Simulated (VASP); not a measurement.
Runs of VASP 6.6.1 on VN. The structure is that of space group Fm-3m (No. 225), or close to it. The cells are those of the table. 

| task | level | spin | cell | k mesh | gap on the mesh (eV) | pressure (GPa) | relaxed volume (Å³/atom) |
| --- | --- | --- | --- | --- | --- | --- | --- |
| single point | PBE | collinear, ferromagnetic start | a = 2.959 Å, angles 60.0°, 2 atoms | 8 × 8 × 8 | none | (b) | - |
| single point | PBE+D4 | off | a = 2.911 Å, angles 60.0°, 2 atoms | 18 × 18 × 18 | none | -7.6 | - |
| relaxation of cell and atoms | PBE | off | relaxed from a = 2.911 Å, angles 60.0°, 2 atoms | 18 × 18 × 18 | - | 0.0 | 8.74 |
| single point | PBE | off | a = 2.911 Å, angles 60.0°, 2 atoms | 18 × 18 × 18 | none | 0.6 | - |
| relaxation of cell and atoms | PBE | off | relaxed from a = 2.959 Å, angles 60.0°, 2 atoms | 8 × 8 × 8 | - | -0.2 | 8.74 |
| single point | PBE | off | a = 2.959 Å, angles 60.0°, 2 atoms | 8 × 8 × 8 | none | -13.4 | - |
| single point | PBE | off | a = 2.911 Å, angles 60.0°, 2 atoms | 8 × 8 × 8 | none | (a) | - |

Alike in all rows: potentials or basis VASP PAW PBE potentials, release 64 (V_sv, N); cutoff (eV) 600; smearing gaussian 0.1 eV.

Task: Estimate the missing entries.

Result: (a) 0.7; (b) -13.3.

Caveats: the bands computed are all filled at some k points, so no gap is given (some runs); pairwise dispersion overbinds metals, which lowers pressure and volume (some runs).

A gap of «none» marks levels without a gap at the run's occupations.
